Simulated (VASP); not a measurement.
Os, 2 atoms in the cell. Symmetry: Cmcm, No. 63, orthorhombic system. The conventional cell has a = 2.898 Å, b = 4.451 Å, c = 4.320 Å, α = 90.00°, β = 90.00°, γ = 90.00°. Os (site symmetry m2m) has 12 Os at 2.62 to 2.90 Å within 3.5 Å.  This cell differs from its parent crystal: strain +0.0600 x Voigt [1, -1, 0, 0, 0, 0].

| Quantity | Value |
| --- | --- |
| Program | VASP 6.6.1 |
| Task | single point |
| Functional | PBE |
| Potentials or basis | VASP PAW PBE potentials, release 64 (Os) |
| Cutoff | 520 eV |
| k mesh | 18 × 18 × 12 |
| Occupations | gaussian, width 0.15 eV |
| Spin | no spin polarisation |
| Dipole correction | no |
| Further INCAR settings | ALGO = Fast; EDIFF = 1e-06; NBANDS = 15 |

Potentials or basis: VASP PAW PBE potentials, release 64 (Os).

Run with:

```sh
$ cat potpaw_PBE.64/Os/POTCAR > POTCAR
$ mpirun -np 1 vasp_std > vasp.out
```

Hardware: 1 thread of Intel(R) Xeon(R) 6975P-C (Granite Rapids) (shared host).

Estimate the wall time of this run.

Run time: 72 s on 1 thread of Intel(R) Xeon(R) 6975P-C (Granite Rapids) (shared host), peak memory 0.34 GiB. Counts: scf iterations 14, k points 637.
